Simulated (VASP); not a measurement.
LiH:

```xyz
2
Lattice="0.0000 2.0030 2.0030 2.0030 0.0000 2.0030 2.0030 2.0030 0.0000" Properties=species:S:1:pos:R:3 pbc="T T T"
Li    0.0000    0.0000    0.0000
H     2.0030    2.0030    2.0030
```

Base run:

- Program: VASP 6.6.1
- Functional: PBE
- Potentials or basis: VASP PAW PBE potentials, release 64 (Li_sv, H)
- Cutoff: 520 eV
- k mesh: 10 × 10 × 10
- Occupations: fermi-dirac, width 0.02 eV
- Spin: no spin polarisation

Its results: band gap on the k mesh 2.98 eV.

**Question.** The run is repeated on the same cell with these changes: functional from PBE to r2SCAN. What comes out?

**Answer.** Band gap on the k mesh 3.58 eV.

A k mesh can miss the band edges.
